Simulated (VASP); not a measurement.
# ZnTe4Ru2 (I-4) in VASP: settings compared, part 2 of 2

VASP 6.6.1. The steps go on from the part before.

## Step 4: Single point, PBE, collinear spin, zero start

Input file INCAR:

```
SYSTEM = ZnTe4Ru2
PREC = Accurate
ENCUT = 520
EDIFF = 1E-7
ISMEAR = 0
SIGMA = 0.1329
LREAL = .FALSE.
LASPH = .TRUE.
NELM = 150
ALGO = Normal
ISIF = 2
LWAVE = .FALSE.
LCHARG = .TRUE.
ISPIN = 2
MAGMOM = 0 0 0 0 0 0 0
LORBIT = 11
LMAXMIX = 4
GGA = PE
LELF = .TRUE.
LVHAR = .TRUE.
NBANDS = 45
```

Input file KPOINTS:

```
Automatic mesh
0
G
  4 4 4
  0 0 0
```

Input file POSCAR:

```
ZnTe4Ru2
1.0
    0.0000000000      5.9601569718      0.0000000000
    5.9601569718      0.0000000000      0.0000000000
    2.9800784859      2.9800784859     -5.6767956669
Ru Zn Te
2 1 4
Direct
    0.5000000000      0.5000000000      0.0000000000
    0.7500000000      0.2500000000      0.5000000000
    0.0000000000      0.0000000000      0.0000000000
    0.3886271614      0.4096374561      0.7263143483
    0.5903625439      0.1149415097      0.2736856517
    0.8850584903      0.8640481955      0.7263143483
    0.1359518045      0.6113728386      0.2736856517
```

Potentials or basis: VASP PAW PBE potentials, release 64 (Ru_pv, Zn, Te).

Command:

```console
> cat potpaw_PBE.64/Ru_pv/POTCAR potpaw_PBE.64/Zn/POTCAR potpaw_PBE.64/Te/POTCAR > POTCAR
> mpirun -np 1 vasp_std > vasp.out
```

OUTCAR:

```text
SYSTEM = ZnTe4Ru2
   PREC = Accurate
   ENCUT = 520
   EDIFF = 1E-7
   ISMEAR = 0
   LREAL = .FALSE.
   LASPH = .TRUE.
   NELM = 150
   ISIF = 2
   ISPIN = 2
   LORBIT = 11
   GGA = PE

 ion  position               nearest neighbor table
   1  0.500  0.500  0.000-   6 2.54   7 2.54   5 2.54   4 2.54
   2  0.750  0.250  0.500-   5 2.55   4 2.55   6 2.55   7 2.55
   3  0.000  0.000  0.000-   4 2.70   5 2.70   7 2.70   6 2.70
   4  0.389  0.410  0.726-   1 2.54   2 2.55   3 2.70
   5  0.590  0.115  0.274-   1 2.54   2 2.55   3 2.70
   6  0.885  0.864  0.726-   1 2.54   2 2.55   3 2.70
   7  0.136  0.611  0.274-   1 2.54   2 2.55   3 2.70

  LATTYP: Found a body centered tetragonal cell.
 ALAT       =     5.9601569718
 C/A-ratio  =     1.9049148181

  Lattice vectors:

 A1 = (  -2.9800784859,   2.9800784859,   5.6767956669)
 A2 = (   2.9800784859,  -2.9800784859,   5.6767956669)
 A3 = (   2.9800784859,   2.9800784859,  -5.6767956669)

Analysis of symmetry for initial positions (statically):
=====================================================================
 Subroutine PRICEL returns:
 Original cell was already a primitive cell.

 Routine SETGRP: Setting up the symmetry group for a
 body centered tetragonal supercell.

 Subroutine GETGRP returns: Found  4 space group operations
 (whereof  4 operations were pure point group operations)
 out of a pool of 16 trial point group operations.

The static configuration has the point symmetry S_4 .

Analysis of symmetry for dynamics (positions and initial velocities):
=====================================================================
 Subroutine PRICEL returns:
 Original cell was already a primitive cell.

 Routine SETGRP: Setting up the symmetry group for a
 body centered tetragonal supercell.

 Subroutine GETGRP returns: Found  4 space group operations
 (whereof  4 operations were pure point group operations)
 out of a pool of 16 trial point group operations.

The dynamic configuration has the point symmetry S_4 .

Analysis of structural, dynamic, and magnetic symmetry:
=====================================================================
 Subroutine PRICEL returns:
 Original cell was already a primitive cell.

 Routine SETGRP: Setting up the symmetry group for a
 body centered tetragonal supercell.

 Subroutine GETGRP returns: Found  4 space group operations
 (whereof  4 operations were pure point group operations)
 out of a pool of 16 trial point group operations.

The overall configuration has the point symmetry S_4 .

 Subroutine INISYM returns: Found  4 space group operations
 (whereof  4 operations are pure point group operations),
 and found     1 'primitive' translations

----------------------------------------------------------------------------------------

                                     Primitive cell

  volume of cell :     201.6595

  direct lattice vectors                    reciprocal lattice vectors
     0.000000000  5.960156972  0.000000000     0.000000000  0.167780816  0.088077858
     5.960156972  0.000000000  0.000000000     0.167780816  0.000000000  0.088077858
     2.980078486  2.980078486 -5.676795667     0.000000000  0.000000000 -0.176155715

  length of vectors
     5.960156972  5.960156972  7.070201172     0.189494357  0.189494357  0.176155715

  position of ions in fractional coordinates (direct lattice)
     0.500000000  0.500000000  0.000000000
     0.750000000  0.250000000  0.500000000
     0.000000000  0.000000000  0.000000000
[... 90 lines left out ...]
   ISMEAR =     0;   SIGMA  =   0.13  broadening in eV -4-tet -1-fermi 0-gaus
   EFERMI_NEDOS =   21; number of points for ismear=-14 and -15
   IALGO  =     38    algorithm
   IMIX   =      4    mixing-type and parameters
     AMIX     =   0.40;   BMIX     =  1.00
     AMIX_MAG =   1.60;   BMIX_MAG =  1.00
  volume/ion in A,a.u.               =      28.81       194.41
  Fermi-wavevector in a.u.,A,eV,Ry     =   1.116680  2.110219 16.966104  1.246973
  Thomas-Fermi vector in A             =   2.253296
   LORBIT       =     11    0 simple, 1 ext, 2 COOP (PROOUT), +10 PAW based schemes
   GGA     = PE    functional components
   LHFCALC =     F    Hartree Fock is set to
   AEXX    =    0.0000 exact exchange contribution
   IVDW    =     0    specifies the selected vdW correction
   LEPSILON=     F    determine dielectric tensor
   LRPA    =     F    only Hartree local field effects (RPA)
 spin polarized calculation
 Gauss-broadening in eV      SIGMA  =   0.13
  energy-cutoff  :      520.00
  volume of cell :      201.66
 maximum number of plane-waves:      5452
 NGX is ok and might be reduce to    48
   NGX = 23   NGY = 23   NGZ = 27

 number of electron      64.0000018 magnetization       0.0000019

 number of electron      64.0000018 magnetization      -0.0000005

 Free energy of the ion-electron system (eV)
  ---------------------------------------------------
  ext. energy  EPLUGINS =         0.00000000
  ---------------------------------------------------
  free energy    TOTEN  =       -31.33112412 eV

  energy without entropy =      -31.28360576  energy(sigma->0) =      -31.30736494

 E-fermi :   5.2312     XC(G=0):  -9.4089

 val. band max:        5.2271228785   @ k =  -0.2500  -0.2500   0.2500
 cond. band min:       5.2733456186   @ k =   0.0000   0.0000   0.2500
 fundamental gap:      0.0462227401
 Fermi energy:         5.2311706233

 spin component 1

 k-point     1 :       0.0000    0.0000    0.0000
  band No.  band energies     occupation
      1     -37.0655      1.00000
      2     -37.0655      1.00000
      3     -37.0608      1.00000
      4     -37.0608      1.00000
      5     -37.0343      1.00000
      6     -36.9498      1.00000
[... 647 lines left out ...]
     43      10.1568      0.00000
     44      10.6290      0.00000
 Fermi energy:         5.2311706233

 spin component 2

 k-point     1 :       0.0000    0.0000    0.0000
  band No.  band energies     occupation
      1     -37.0655      1.00000
      2     -37.0655      1.00000
      3     -37.0608      1.00000
      4     -37.0608      1.00000
      5     -37.0343      1.00000
      6     -36.9498      1.00000
[... 647 lines left out ...]
     43      10.1568      0.00000
     44      10.6290      0.00000
 [bands above 44 left out]

------------------------ aborting loop because EDIFF is reached ----------------------------------------

  FORCE on cell =-STRESS in cart. coord.  units (eV):
  Direction    XX          YY          ZZ          XY          YZ          ZX
  --------------------------------------------------------------------------------------
  -------------------------------------------------------------------------------------
  Total       -0.1098798     -0.1098798     -0.1096075      0.0000007      0.0000000     -0.0000000
  in kB       -0.8729913     -0.8729913     -0.8708276      0.0000056      0.0000000     -0.0000000
  external PRESSURE =      -0.8722701 kB  Pullay stress =       0.0000000 kB

 VOLUME and BASIS-vectors are now :
 -----------------------------------------------------------------------------
  energy-cutoff  :      520.00
  volume of cell :      201.66
      direct lattice vectors                 reciprocal lattice vectors
     0.000000000  5.960156972  0.000000000     0.000000000  0.167780816  0.088077858
     5.960156972  0.000000000  0.000000000     0.167780816  0.000000000  0.088077858
     2.980078486  2.980078486 -5.676795667     0.000000000  0.000000000 -0.176155715

 POSITION                                       TOTAL-FORCE (eV/Angst)
 -----------------------------------------------------------------------------------
      2.98008      2.98008      0.00000         0.000000     -0.000000      0.000000
      2.98008      5.96016     -2.83840        -0.000000      0.000000      0.000000
      0.00000      0.00000      0.00000         0.000000      0.000000      0.000000
      4.60598      4.48075     -4.12314         0.003644      0.029569      0.010437
      1.50067      4.33426     -1.55366         0.029569     -0.003644     -0.010437
      7.31434      7.43956     -4.12314        -0.003644     -0.029569      0.010437
      4.45948      1.62590     -1.55366        -0.029569      0.003644     -0.010437
 -----------------------------------------------------------------------------------
    total drift:                               -0.000002     -0.000002      0.000005

  FREE ENERGIE OF THE ION-ELECTRON SYSTEM (eV)
  ---------------------------------------------------
  free  energy   TOTEN  =       -31.3311241169 eV

  energy  without entropy=      -31.2836057597  energy(sigma->0) =      -31.30736494

 total charge

# of ion       s       p       d       tot
------------------------------------------
    1        0.333   6.177   6.172  12.682
    2        0.326   6.172   6.171  12.669
    3        0.609   0.361   9.745  10.714
    4        1.373   1.943   0.069   3.385
    5        1.373   1.943   0.069   3.385
    6        1.373   1.943   0.069   3.385
    7        1.373   1.943   0.069   3.385
--------------------------------------------------
tot          6.761  20.480  22.364  49.605

 magnetization (x)

# of ion       s       p       d       tot
------------------------------------------
    1        0.000  -0.000   0.000   0.000
    2       -0.000   0.000   0.000   0.000
    3        0.000   0.000   0.000   0.000
    4       -0.000  -0.000  -0.000  -0.000
    5       -0.000  -0.000  -0.000  -0.000
    6       -0.000  -0.000  -0.000  -0.000
    7       -0.000  -0.000  -0.000  -0.000
--------------------------------------------------
tot         -0.000  -0.000   0.000  -0.000
```

It took 4.8 min on 1 thread of Intel Xeon Platinum 8488C (Sapphire Rapids), shared host; peak memory 0.56 GiB.

What came out:

```yaml
Free_energy: -31.3311 eV
Pressure: -0.1 GPa
Largest_force: 0.032 eV/Å
Band_gap_on_the_k_mesh: zero (filled and empty bands overlap)
Net_moment: 0.00 μB per cell
Valence_electrons_inside_the_program's_atomic_spheres: Ru 12.68, 12.67; Zn 10.71; Te 3.38
```

Forces on the atoms (eV/Å):
```
Ru   0.000  0.000  0.000
Ru   0.000  0.000  0.000
Zn   0.000  0.000  0.000
Te   0.004  0.030  0.010
Te   0.030 -0.004 -0.010
Te  -0.004 -0.030  0.010
Te  -0.030  0.004 -0.010
```

Levels at points of the mesh, in eV from the Fermi level:
Spin up:
| k point | band 30 | band 31 | band 32 | band 33 | band 34 | band 35 |
| --- | --- | --- | --- | --- | --- | --- |
| (0.00, 0.00, 0.00) | -0.94 | -0.66 | -0.66 | -0.50 | -0.06 | 2.32 |
| (0.50, 0.00, 0.00) | -0.77 | -0.57 | -0.25 | 0.32 | 0.44 | 0.70 |
| (0.50, 0.50, 0.00) | -0.66 | -0.20 | 0.27 | 0.39 | 1.22 | 1.30 |
| (0.00, 0.00, 0.50) | -1.15 | -0.95 | 0.26 | 0.26 | 0.72 | 0.85 |
Spin down:
| k point | band 28 | band 29 | band 30 | band 31 | band 32 | band 33 | band 34 | band 35 | band 36 | band 37 |
| --- | --- | --- | --- | --- | --- | --- | --- | --- | --- | --- |
| (0.00, 0.00, 0.00) | -1.60 | -1.43 | -0.94 | -0.66 | -0.66 | -0.50 | -0.06 | 2.32 | 2.32 | 2.36 |
| (0.50, 0.00, 0.00) | -1.25 | -1.17 | -0.77 | -0.57 | -0.25 | 0.32 | 0.44 | 0.70 | 1.02 | 1.62 |
| (0.50, 0.50, 0.00) | -1.19 | -1.18 | -0.66 | -0.20 | 0.27 | 0.39 | 1.22 | 1.30 | 1.40 | 1.79 |
| (0.00, 0.00, 0.50) | -1.57 | -1.23 | -1.15 | -0.95 | 0.26 | 0.26 | 0.72 | 0.85 | 0.85 | 0.88 |

Caveat: spin-orbit coupling is left out, which moves the levels of the heavy elements.

## Step 5: Single point, PBEsol

This run uses another cell than the first one, of 26.60 Å³/atom.

Input file INCAR:

```
SYSTEM = ZnTe4Ru2
PREC = Accurate
ENCUT = 520
EDIFF = 1E-6
ISMEAR = 0
SIGMA = 0.1329
LREAL = .False.
LASPH = .True.
NELM = 100
ALGO = Normal
ISIF = 2
LWAVE = .False.
LCHARG = .True.
GGA = PS
LELF = .True.
LVHAR = .True.
NBANDS = 41
```

Input file KPOINTS:

```
regular mesh
0
Gamma
  6 6 6
  0 0 0
```

Input file POSCAR:

```
ZnTe4Ru2
1.0
    0.0000000000      5.8436386439      0.0000000000
    5.8436386439      0.0000000000      0.0000000000
    2.9218193219      2.9218193219     -5.4521540031
Ru Zn Te
2 1 4
Direct
    0.5000000000      0.5000000000      0.0000000000
    0.7500000000      0.2500000000      0.5000000000
    0.0000000000      0.0000000000      0.0000000000
    0.3831374746      0.4199232787      0.7184057265
    0.5800767213      0.1015432012      0.2815942735
    0.8984567988      0.8616709948      0.7184057265
    0.1383290052      0.6168625254      0.2815942735
```

Potentials or basis: VASP PAW PBE potentials, release 64 (Ru_pv, Zn, Te).

Command:

```console
> cat potpaw_PBE.64/Ru_pv/POTCAR potpaw_PBE.64/Zn/POTCAR potpaw_PBE.64/Te/POTCAR > POTCAR
> mpirun -np 1 vasp_std > vasp.out
```

OUTCAR:

```text
SYSTEM = ZnTe4Ru2
   PREC = Accurate
   ENCUT = 520
   EDIFF = 1E-6
   ISMEAR = 0
   LREAL = .False.
   LASPH = .True.
   NELM = 100
   ISIF = 2
   GGA = PS

 ion  position               nearest neighbor table
   1  0.500  0.500  0.000-   5 2.51   6 2.51   4 2.51   7 2.51
   2  0.750  0.250  0.500-   5 2.52   6 2.52   4 2.52   7 2.52
   3  0.000  0.000  0.000-   7 2.65   4 2.65   6 2.65   5 2.65
   4  0.383  0.420  0.718-   1 2.51   2 2.52   3 2.65   7 3.61   5 3.61
   5  0.580  0.102  0.282-   1 2.51   2 2.52   3 2.65   4 3.61   6 3.61
   6  0.898  0.862  0.718-   1 2.51   2 2.52   3 2.65   7 3.61   5 3.61
   7  0.138  0.617  0.282-   1 2.51   2 2.52   3 2.65   4 3.61   6 3.61

  LATTYP: Found a body centered tetragonal cell.
 ALAT       =     5.8436386439
 C/A-ratio  =     1.8660133986

  Lattice vectors:

 A1 = (  -2.9218193219,   2.9218193220,   5.4521540031)
 A2 = (   2.9218193220,  -2.9218193219,   5.4521540031)
 A3 = (   2.9218193219,   2.9218193219,  -5.4521540031)

Analysis of symmetry for initial positions (statically):
=====================================================================
 Subroutine PRICEL returns:
 Original cell was already a primitive cell.

[... 181 lines left out ...]

 val. band max:        5.9328021300   @ k =  -0.1667   0.3333  -0.0000
 cond. band min:       5.9366229173   @ k =  -0.1667  -0.1667   0.1667
 fundamental gap:      0.0038207873
 Fermi energy:         5.9346334651

 k-point     1 :       0.0000    0.0000    0.0000
  band No.  band energies     occupation
      1     -36.3277      2.00000
      2     -36.3277      2.00000
      3     -36.3204      2.00000
      4     -36.3204      2.00000
      5     -36.3140      2.00000
      6     -36.1630      2.00000
[... 1045 lines left out ...]
     40      10.9779      0.00000
     41      11.2121      0.00000

 [... further k-points ...]
[... 5 lines left out ...]
  --------------------------------------------------------------------------------------
  -------------------------------------------------------------------------------------
  Total       -0.0277551     -0.0277551     -0.0379886      0.0000010     -0.0000000     -0.0000000
  in kB       -0.2388467     -0.2388467     -0.3269105      0.0000082     -0.0000000     -0.0000000
  external PRESSURE =      -0.2682013 kB  Pullay stress =       0.0000000 kB

 VOLUME and BASIS-vectors are now :
 -----------------------------------------------------------------------------
  energy-cutoff  :      520.00
  volume of cell :      186.18
      direct lattice vectors                 reciprocal lattice vectors
     0.000000000  5.843638644  0.000000000     0.000000000  0.171126256  0.091706874
     5.843638644  0.000000000  0.000000000     0.171126256  0.000000000  0.091706874
     2.921819322  2.921819322 -5.452154003     0.000000000  0.000000000 -0.183413748

 POSITION                                       TOTAL-FORCE (eV/Angst)
 -----------------------------------------------------------------------------------
      2.92182      2.92182      0.00000        -0.000000      0.000000      0.000000
      2.92182      5.84364     -2.72608        -0.000000      0.000000      0.000000
      0.00000      0.00000      0.00000        -0.000000      0.000000      0.000000
      4.55293      4.33797     -3.91686         0.008602      0.014268      0.006762
      1.41615      4.21253     -1.53530         0.014268     -0.008602     -0.006762
      7.13435      7.34931     -3.91686        -0.008602     -0.014268      0.006762
      4.42749      1.63111     -1.53530        -0.014268      0.008602     -0.006762
 -----------------------------------------------------------------------------------
    total drift:                               -0.000001     -0.000001      0.000001

  FREE ENERGIE OF THE ION-ELECTRON SYSTEM (eV)
  ---------------------------------------------------
  free  energy   TOTEN  =       -34.7026713229 eV

  energy  without entropy=      -34.6527566609  energy(sigma->0) =      -34.67771399
```

It took 4.2 min on 1 thread of Intel Xeon Platinum 8488C (Sapphire Rapids), shared host; peak memory 0.5 GiB.

Results:

| Property | Result |
| --- | --- |
| Free energy | -34.7027 eV |
| Pressure | 0.0 GPa |
| Largest force | 0.018 eV/Å |
| Band gap on the k mesh | zero (bands 32 and 33 overlap by 0.78 eV) |

Forces on the atoms (eV/Å):
```
Ru   0.000  0.000  0.000
Ru   0.000  0.000  0.000
Zn   0.000  0.000  0.000
Te   0.009  0.014  0.007
Te   0.014 -0.009 -0.007
Te  -0.009 -0.014  0.007
Te  -0.014  0.009 -0.007
```

Levels at points of the mesh, in eV from the Fermi level:
```
           k point  band 28  band 29  band 30  band 31  band 32  band 33  band 34  band 35  band 36  band 37
(0.00, 0.00, 0.00)    -1.73    -1.47    -0.93    -0.70    -0.70    -0.50     0.02     2.39     2.54     2.54
(0.50, 0.00, 0.00)    -1.33    -1.20    -0.77    -0.62    -0.31     0.27     0.45     0.75     1.20     1.71
(0.50, 0.50, 0.00)    -1.22    -1.17    -0.70    -0.13     0.22     0.48     1.28     1.41     1.48     1.95
(0.00, 0.00, 0.50)    -1.64    -1.31    -1.15    -1.00     0.16     0.16     0.87     0.87     0.94     0.99
```

Caveat: the PAW data sets were made with another functional, which shifts forces and pressure a little; spin-orbit coupling is left out, which moves the levels of the heavy elements.

## Step 6: Overview

| level | spin | cell | k mesh | smearing | gap on the mesh (eV) | pressure (GPa) | largest force (eV/Å) |
| --- | --- | --- | --- | --- | --- | --- | --- |
| PBE | off | a = 5.960, b = 5.960, c = 7.070 Å, angles 65.1, 65.1, 90.0°, 7 atoms, atomic positions A | 4 × 4 × 4 | gaussian 0.1329 eV | none | -0.1 | 0.03 |
| PBE | off | a = 5.961, b = 5.961, c = 7.067 Å, angles 65.1, 65.1, 90.0°, 7 atoms, atomic positions A | 4 × 4 × 4 | gaussian 0.05 eV | none | -0.1 | 0.03 |
| PBE | collinear, zero start | a = 5.960, b = 5.960, c = 7.070 Å, angles 65.1, 65.1, 90.0°, 7 atoms, atomic positions A | 4 × 4 × 4 | gaussian 0.1329 eV | none | -0.1 | 0.03 |
| PBEsol | off | a = 5.844, b = 5.844, c = 6.841 Å, angles 64.7, 64.7, 90.0°, 7 atoms, atomic positions B | 6 × 6 × 6 | gaussian 0.1329 eV | none | 0.0 | 0.02 |

Alike in all rows: task single point; potentials or basis VASP PAW PBE potentials, release 64 (Ru_pv, Zn, Te); cutoff (eV) 520.

Caveats: spin-orbit coupling is left out, which moves the levels of the heavy elements; the PAW data sets were made with another functional, which shifts forces and pressure a little (at least some runs).

Absolute energies hang on the potentials; compare differences alone.
